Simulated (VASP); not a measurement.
CdS, 4 atoms in the cell. The structure is hexagonal, space group P6_3mc (No. 186). The conventional cell has a = 4.125 Å, b = 4.125 Å, c = 6.708 Å, α = 90.00°, β = 90.00°, γ = 120.00°. Cd (site symmetry 3m) has 4 S at 2.52 to 2.53 Å within 3.3 Å. Within 3.3 Å of S (site symmetry 3m) lie 4 Cd at 2.52 to 2.53 Å. 

* Program: VASP 6.6.1
* Task: vibrations by perturbation theory
* Functional: PBEsol
* Potentials or basis: VASP PAW PBE potentials, release 64 (Cd, S)
* Cutoff: 520 eV
* k mesh: 6 × 6 × 4
* Occupations: gaussian, width 0.01 eV
* Spin: no spin polarisation
* Dipole correction: no
* Further INCAR settings: ALGO = Normal; EDIFF = 1e-08; IBRION = 8; NSW = 1

Potentials or basis: VASP PAW PBE potentials, release 64 (Cd, S).

The run is started by

```console
$ cat potpaw_PBE.64/Cd/POTCAR potpaw_PBE.64/S/POTCAR > POTCAR
$ mpirun -np 1 vasp_std > vasp.out
```

Hardware: 1 thread of Intel(R) Xeon(R) 6975P-C (Granite Rapids), with other jobs on the host.

Q: Estimate the wall time of this run.

A: Wall time 7.5 min on 1 thread of Intel(R) Xeon(R) 6975P-C (Granite Rapids), with other jobs on the host, peak memory 0.52 GiB. Counts: scf iterations 184, k points 21.
